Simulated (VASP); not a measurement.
# Cu3Re (P4/mmm) in VASP: further runs

Runs on Cu3Re. Level: PBE. Tasks: single point.

All numbers are computed with VASP 6.6.1; they aren't measurements. Logs are shortened: lines on timing, memory, paths and dates and some standing lists are left out, and cuts for length are marked.

## Step 1: The cell of the first run

Symmetry: P4/mmm, No. 123, tetragonal system. Conventional cell: a = 2.611 Å, b = 2.611 Å, c = 7.460 Å, α = 90.00°, β = 90.00°, γ = 90.00°. Within 3.4 Å of Cu (site symmetry 4mm) lie 8 Cu at 2.56 to 2.61 Å and 4 Re at 2.69 Å. Cu (site symmetry 4/mmm) has 12 Cu at 2.56 to 2.61 Å within 3.4 Å. Within 3.4 Å of Re (site symmetry 4/mmm) lie 4 Re at 2.61 Å and 8 Cu at 2.69 Å.

The cell was built from a structure type or drawn by symmetry, and may not be a known phase.

## Step 2: Single point, PBE

File INCAR:

```
SYSTEM = Cu3Re
ALGO = Fast
EDIFF = 1E-7
ENCUT = 520
GGA = PE
ISIF = 2
ISMEAR = 0
LASPH = .True.
LCHARG = .False.
LREAL = .False.
LWAVE = .False.
NBANDS = 28
NELM = 60
PREC = Accurate
SIGMA = 0.1
```

File KPOINTS:

```
k-points
0
Gamma
  6 6 4
  0 0 0
```

File POSCAR:

```
Cu3Re
1.0
    2.6110056306      0.0000000000      0.0000000000
    0.0000000000      2.6110056306      0.0000000000
    0.0000000000      0.0000000000      7.4597130500
Cu Re
3 1
Direct
    0.5000000000      0.5000000000      0.2378548960
    0.5000000000      0.5000000000      0.7621451040
    0.0000000000      0.0000000000      0.0000000000
    0.0000000000      0.0000000000      0.5000000000
```

Potentials or basis: VASP PAW PBE potentials, release 64 (Cu, Re).

Command:

```sh
> cat potpaw_PBE.64/Cu/POTCAR potpaw_PBE.64/Re/POTCAR > POTCAR
> mpirun -np 1 vasp_std > vasp.out
```

OUTCAR:

```text
SYSTEM = Cu3Re
   EDIFF = 1E-7
   ENCUT = 520
   GGA = PE
   ISIF = 2
   ISMEAR = 0
   LASPH = .True.
   LREAL = .False.
   NELM = 60
   PREC = Accurate

 ion  position               nearest neighbor table
   1  0.500  0.500  0.238-   3 2.56   3 2.56   3 2.56   3 2.56   4 2.69   4 2.69   4 2.69   4 2.69

   2  0.500  0.500  0.762-   3 2.56   3 2.56   3 2.56   3 2.56   4 2.69   4 2.69   4 2.69   4 2.69

   3  0.000  0.000  0.000-   1 2.56   2 2.56   1 2.56   2 2.56   1 2.56   2 2.56   1 2.56   2 2.56

   4  0.000  0.000  0.500-   1 2.69   2 2.69   1 2.69   2 2.69   1 2.69   2 2.69   1 2.69   2 2.69

  LATTYP: Found a simple tetragonal cell.
 ALAT       =     2.6110056306
 C/A-ratio  =     2.8570267956

  Lattice vectors:

 A1 = (   2.6110056306,   0.0000000000,   0.0000000000)
 A2 = (   0.0000000000,   2.6110056306,   0.0000000000)
 A3 = (   0.0000000000,   0.0000000000,   7.4597130500)

Analysis of symmetry for initial positions (statically):
=====================================================================
 Subroutine PRICEL returns:
 Original cell was already a primitive cell.

 Routine SETGRP: Setting up the symmetry group for a
 simple tetragonal supercell.

 Subroutine GETGRP returns: Found 16 space group operations
 (whereof 16 operations were pure point group operations)
 out of a pool of 16 trial point group operations.

The static configuration has the point symmetry D_4h.

Analysis of symmetry for dynamics (positions and initial velocities):
=====================================================================
 Subroutine PRICEL returns:
 Original cell was already a primitive cell.

 Routine SETGRP: Setting up the symmetry group for a
 simple tetragonal supercell.

 Subroutine GETGRP returns: Found 16 space group operations
 (whereof 16 operations were pure point group operations)
 out of a pool of 16 trial point group operations.

The dynamic configuration has the point symmetry D_4h.

 Subroutine INISYM returns: Found 16 space group operations
 (whereof 16 operations are pure point group operations),
 and found     1 'primitive' translations

----------------------------------------------------------------------------------------

                                     Primitive cell

  volume of cell :      50.8555

  direct lattice vectors                    reciprocal lattice vectors
     2.611005631  0.000000000  0.000000000     0.382994195  0.000000000  0.000000000
     0.000000000  2.611005631  0.000000000     0.000000000  0.382994195  0.000000000
     0.000000000  0.000000000  7.459713050     0.000000000  0.000000000  0.134053414

  length of vectors
     2.611005631  2.611005631  7.459713050     0.382994195  0.382994195  0.134053414

  position of ions in fractional coordinates (direct lattice)
     0.500000000  0.500000000  0.237854896
     0.500000000  0.500000000  0.762145104
     0.000000000  0.000000000  0.000000000
     0.000000000  0.000000000  0.500000000

  ion indices of the primitive-cell ions
   primitive index   ion index
                 1           1
                 2           2
                 3           3
                 4           4

----------------------------------------------------------------------------------------

 KPOINTS: k-points

Automatic generation of k-mesh.
 Grid dimensions read from file:
 generate k-points for:    6    6    4

 Generating k-lattice:

  Cartesian coordinates                     Fractional coordinates (reciprocal lattice)
     0.063832366  0.000000000  0.000000000     0.166666667  0.000000000  0.000000000
     0.000000000  0.063832366  0.000000000     0.000000000  0.166666667  0.000000000
     0.000000000  0.000000000  0.033513353     0.000000000  0.000000000  0.250000000

  Length of vectors
     0.063832366  0.063832366  0.033513353

  Shift w.r.t. Gamma in fractional coordinates (k-lattice)
     0.000000000  0.000000000  0.000000000

 Subroutine IBZKPT returns following result:
 ===========================================

 Found     30 irreducible k-points:

 Following reciprocal coordinates:
            Coordinates               Weight
  0.000000  0.000000  0.000000      1.000000
  0.166667  0.000000  0.000000      4.000000
  0.333333  0.000000  0.000000      4.000000
  0.500000  0.000000  0.000000      2.000000
  0.166667  0.166667  0.000000      4.000000
  0.333333  0.166667  0.000000      8.000000
[... 16 lines left out ...]
  0.333333  0.000000  0.500000      4.000000
  0.500000  0.000000  0.500000      2.000000
 [... further k-points ...]
   k-points           NKPTS =     30   k-points in BZ     NKDIM =     30   number of bands    NBANDS=     28
   number of dos      NEDOS =    301   number of ions     NIONS =      4
   total plane-waves  NPLWV =  22400
   dimension x,y,z NGX =    20 NGY =   20 NGZ =   56
   dimension x,y,z NGXF=    40 NGYF=   40 NGZF=  112
   ions per type =               3   1
   NGX,Y,Z   is equivalent  to a cutoff of  12.73, 12.73, 12.48 a.u.
   NGXF,Y,Z  is equivalent  to a cutoff of  25.47, 25.47, 24.96 a.u.
 SYSTEM =  Cu3Re
   PREC   = accura    normal or accurate (medium, high low for compatibility)
   ISTART =      0    job   : 0-new  1-cont  2-samecut
   ICHARG =      2    charge: 1-file 2-atom 10-const
   ISPIN  =      1    spin polarized calculation?
   LNONCOLLINEAR =      F non collinear calculations
   LSORBIT =      F    spin-orbit coupling
   LASPH  =      T    aspherical Exc in radial PAW
   ENCUT  =  520.0 eV  38.22 Ry    6.18 a.u.   4.85  4.85 13.87*2*pi/ulx,y,z
   NELM   =     60;   NELMIN=  2; NELMDL= -5     # of ELM steps
   EDIFF  = 0.1E-06   stopping-criterion for ELM
   LREAL  =      F    real-space projection
   EDIFFG = 0.1E-05   stopping-criterion for IOM
   NSW    =      0    number of steps for IOM
   IBRION =     -1    ionic relax: 0-MD 1-quasi-New 2-CG
   NFREE  =      0    steps in history (QN), initial steepest desc. (CG)
   ISIF   =      2    stress and relaxation
   ISYM   =      2    0-nonsym 1-usesym 2-fastsym
   POTIM  = 0.5000    time-step for ionic-motion
   TEBEG  =    0.0;   TEEND  =   0.0 temperature during run
   PSTRESS=    0.0 pullay stress
   NELECT =      40.0000    total number of electrons
   NUPDOWN=      -1.0000    fix difference up-down
   EMIN   =  10.00;   EMAX   =-10.00  energy-range for DOS
   EFERMI =   0.00;   METHOD = LEGACY
   ISMEAR =     0;   SIGMA  =   0.10  broadening in eV -4-tet -1-fermi 0-gaus
   EFERMI_NEDOS =   21; number of points for ismear=-14 and -15
   IALGO  =     68    algorithm
   IMIX   =      4    mixing-type and parameters
     AMIX     =   0.40;   BMIX     =  1.00
     AMIX_MAG =   1.60;   BMIX_MAG =  1.00
  volume/ion in A,a.u.               =      12.71        85.80
  Fermi-wavevector in a.u.,A,eV,Ry     =   1.511178  2.855712 31.071060  2.283659
  Thomas-Fermi vector in A             =   2.621270
   LORBIT       =      0    0 simple, 1 ext, 2 COOP (PROOUT), +10 PAW based schemes
   GGA     = PE    functional components
   LHFCALC =     F    Hartree Fock is set to
   AEXX    =    0.0000 exact exchange contribution
   IVDW    =     0    specifies the selected vdW correction
   LEPSILON=     F    determine dielectric tensor
   LRPA    =     F    only Hartree local field effects (RPA)
 non-spin polarized calculation
 RMM-DIIS sequential band-by-band and
 Gauss-broadening in eV      SIGMA  =   0.10
  energy-cutoff  :      520.00
  volume of cell :       50.86
 maximum number of plane-waves:      1392
 NGX is ok and might be reduce to    20
   NGX =  9   NGY =  9   NGZ = 27

 number of electron      40.0000020 magnetization

 Free energy of the ion-electron system (eV)
  ---------------------------------------------------
  ext. energy  EPLUGINS =         0.00000000
  ---------------------------------------------------
  free energy    TOTEN  =       -22.76560578 eV

  energy without entropy =      -22.74938951  energy(sigma->0) =      -22.75749765

 E-fermi :   7.8099     XC(G=0): -12.9536

 val. band max:        7.7963803969   @ k =   0.5000   0.3333   0.2500
 cond. band min:       7.8189255704   @ k =   0.3333   0.3333   0.5000
 fundamental gap:      0.0225451735
 Fermi energy:         7.8098711305

 k-point     1 :       0.0000    0.0000    0.0000
  band No.  band energies     occupation
      1      -2.0169      2.00000
      2       0.3898      2.00000
      3       1.2721      2.00000
      4       2.2204      2.00000
      5       2.5086      2.00000
      6       3.7640      2.00000
[... 20 lines left out ...]
     27      20.2322      0.00000
     28      23.6494      0.00000

 k-point     2 :       0.1667    0.0000    0.0000
  band No.  band energies     occupation
      1      -1.2600      2.00000
      2       1.0301      2.00000
      3       1.6245      2.00000
      4       2.7845      2.00000
      5       2.8968      2.00000
      6       3.9345      2.00000
[... 20 lines left out ...]
     27      19.7657      0.00000
     28      20.4241      0.00000

 k-point     3 :       0.3333    0.0000    0.0000
  band No.  band energies     occupation
      1       0.5711      2.00000
      2       1.8462      2.00000
      3       1.9684      2.00000
      4       3.4026      2.00000
      5       3.7713      2.00000
      6       4.0906      2.00000
[... 20 lines left out ...]
     27      15.9203      0.00000
     28      17.0417      0.00000

 k-point     4 :       0.5000    0.0000    0.0000
  band No.  band energies     occupation
      1       1.6466      2.00000
      2       1.7866      2.00000
      3       2.9434      2.00000
      4       3.1025      2.00000
      5       4.0125      2.00000
      6       4.0327      2.00000
[... 20 lines left out ...]
     27      17.2727      0.00000
     28      17.5574      0.00000

 k-point     5 :       0.1667    0.1667    0.0000
  band No.  band energies     occupation
      1      -0.5280      2.00000
      2       1.7753      2.00000
      3       2.0114      2.00000
      4       3.0826      2.00000
      5       3.3018      2.00000
      6       3.9563      2.00000
[... 20 lines left out ...]
     27      17.7622      0.00000
     28      20.1586      0.00000

 k-point     6 :       0.3333    0.1667    0.0000
  band No.  band energies     occupation
      1       1.1954      2.00000
      2       2.2712      2.00000
      3       2.6783      2.00000
      4       3.4457      2.00000
      5       3.8459      2.00000
      6       3.9907      2.00000
[... 463 lines left out ...]
      5       2.9001      2.00000
      6       3.5090      2.00000
[... 20 lines left out ...]
     27      21.5872      0.00000
     28      21.6409      0.00000

 k-point    22 :       0.1667    0.0000    0.5000
  band No.  band energies     occupation
      1      -0.8438      2.00000
      2      -0.1284      2.00000
      3       2.1193      2.00000
      4       2.9341      2.00000
      5       3.1722      2.00000
      6       3.6402      2.00000
[... 20 lines left out ...]
     27      19.3843      0.00000
     28      21.4047      0.00000

 k-point    23 :       0.3333    0.0000    0.5000
  band No.  band energies     occupation
      1       0.8251      2.00000
      2       1.1522      2.00000
      3       2.8007      2.00000
      4       3.0403      2.00000
      5       3.9664      2.00000
      6       4.0093      2.00000
[... 20 lines left out ...]
     27      18.6780      0.00000
     28      18.8836      0.00000

 k-point    24 :       0.5000    0.0000    0.5000
  band No.  band energies     occupation
      1       1.6272      2.00000
      2       1.8001      2.00000
      3       2.8648      2.00000
      4       2.9528      2.00000
      5       4.2618      2.00000
      6       4.3456      2.00000
[... 20 lines left out ...]
     27      16.2601      0.00000
     28      16.2841      0.00000

 [... further k-points ...]

------------------------ aborting loop because EDIFF is reached ----------------------------------------

  FORCE on cell =-STRESS in cart. coord.  units (eV):
  Direction    XX          YY          ZZ          XY          YZ          ZX
  --------------------------------------------------------------------------------------
  -------------------------------------------------------------------------------------
  Total        0.0570537      0.0570537      0.2427404      0.0000000     -0.0000000     -0.0000000
  in kB        1.7974506      1.7974506      7.6474185      0.0000000     -0.0000000     -0.0000000
  external PRESSURE =       3.7474399 kB  Pullay stress =       0.0000000 kB

 VOLUME and BASIS-vectors are now :
 -----------------------------------------------------------------------------
  energy-cutoff  :      520.00
  volume of cell :       50.86
      direct lattice vectors                 reciprocal lattice vectors
     2.611005631  0.000000000  0.000000000     0.382994195  0.000000000  0.000000000
     0.000000000  2.611005631  0.000000000     0.000000000  0.382994195  0.000000000
     0.000000000  0.000000000  7.459713050     0.000000000  0.000000000  0.134053414

 POSITION                                       TOTAL-FORCE (eV/Angst)
 -----------------------------------------------------------------------------------
      1.30550      1.30550      1.77433         0.000000      0.000000     -0.026928
      1.30550      1.30550      5.68538         0.000000      0.000000      0.026928
      0.00000      0.00000      0.00000         0.000000      0.000000     -0.000000
      0.00000      0.00000      3.72986         0.000000      0.000000     -0.000000
 -----------------------------------------------------------------------------------
    total drift:                               -0.000000     -0.000000      0.000000

  FREE ENERGIE OF THE ION-ELECTRON SYSTEM (eV)
  ---------------------------------------------------
  free  energy   TOTEN  =       -22.7656057801 eV

  energy  without entropy=      -22.7493895126  energy(sigma->0) =      -22.75749765
```

Run time: 51 s. Hardware: 1 thread of Intel Xeon Platinum 8488C (Sapphire Rapids), shared host; peak memory 0.17 GiB.

Results:

- Free energy: -22.7656 eV
- Pressure: 0.4 GPa
- Largest force: 0.027 eV/Å
- Band gap on the k mesh: zero (bands 20 and 21 overlap by 4.10 eV)

Forces in eV/Å, atoms in the order of the input:
```
Cu   0.000  0.000 -0.027
Cu   0.000  0.000  0.027
Cu   0.000  0.000  0.000
Re   0.000  0.000  0.000
```

Caveat: the k points lie up to 0.40 Å⁻¹ apart, too coarse for converged energies and pressures of a metal; spin-orbit coupling is left out, which moves the levels of the heavy elements.

## Step 3: Single point, PBE

This run uses another cell than the first one, of 14.74 Å³/atom.

File INCAR:

```
PREC     = Accurate       # precision mode
ENCUT    = 520            # plane-wave cutoff, eV
EDIFF    = 1E-6           # SCF threshold, eV
ISMEAR   = 0              # smearing method
SIGMA    = 0.1            # smearing width, eV
LREAL    = F              # projectors in reciprocal space
LASPH    = T              # aspherical terms in the spheres
NELM     = 100            # most SCF steps
ALGO     = Fast           # electronic algorithm
ISIF     = 2              # what is computed and relaxed
LWAVE    = F              # write WAVECAR
LCHARG   = F              # write CHGCAR
GGA      = PE             # functional
NBANDS   = 28             # bands
```

File KPOINTS:

```
Automatic mesh
0
Gamma
  6 6 4
```

File POSCAR:

```
Cu3Re
1.0
    3.4816016800      0.0000000000      0.0000000000
    0.0000000000      3.4816016800      0.0000000000
    0.0000000000      0.0000000000      4.8650865200
Cu Re
3 1
Direct
    0.5000000000      0.5000000000      0.2441786800
    0.5000000000      0.5000000000      0.7558213200
    0.0000000000      0.0000000000      0.0000000000
    0.0000000000      0.0000000000      0.5000000000
```

Potentials or basis: VASP PAW PBE potentials, release 64 (Cu, Re).

Command:

```sh
> cat potpaw_PBE.64/Cu/POTCAR potpaw_PBE.64/Re/POTCAR > POTCAR
> mpirun -np 1 vasp_std > vasp.out
```

Wall time 65 s (1 thread of Intel Xeon Platinum 8488C (Sapphire Rapids), shared host); peak memory 0.19 GiB.

The run converged. Its results:

```
Free energy            : -20.4086 eV
Pressure               : -11.8 GPa
Largest force          : 0.648 eV/Å
Band gap on the k mesh : zero (bands 20 and 21 overlap by 2.04 eV)
```

Forces on the atoms (eV/Å):
```
Cu   0.000  0.000  0.648
Cu   0.000  0.000 -0.648
Cu   0.000  0.000  0.000
Re   0.000  0.000  0.000
```

Stress tensor (GPa, compression positive):
```
-23.01   0.00   0.00
  0.00 -23.01   0.00
  0.00   0.00  10.49
```

Levels at points of the mesh, in eV from the Fermi level:
```
           k point  band 16  band 17  band 18  band 19  band 20  band 21  band 22  band 23  band 24  band 25
(0.00, 0.00, 0.00)    -2.23    -2.12    -0.82     0.40     0.40     0.61     0.83     3.33     3.98     3.98
(0.50, 0.00, 0.00)    -2.07    -1.84    -0.47    -0.22    -0.21     0.93     0.96     1.52     1.60     7.08
(0.50, 0.50, 0.00)    -1.97    -1.37    -1.37    -0.29    -0.29    -0.28     1.27     2.49     3.01     5.75
(0.00, 0.00, 0.50)    -2.17    -1.95    -1.15    -0.80    -0.80    -0.78     0.84     7.06     7.06     7.73
(0.50, 0.00, 0.50)    -2.11    -2.09    -1.40    -1.38    -0.91    -0.07     0.53     1.42     1.55     9.37
(0.50, 0.50, 0.50)    -2.41    -2.40    -2.34    -0.86     1.26     1.40     1.86     1.96     1.96     3.42
```

Caveat: the cell stands under tension; spin-orbit coupling is left out, which moves the levels of the heavy elements.
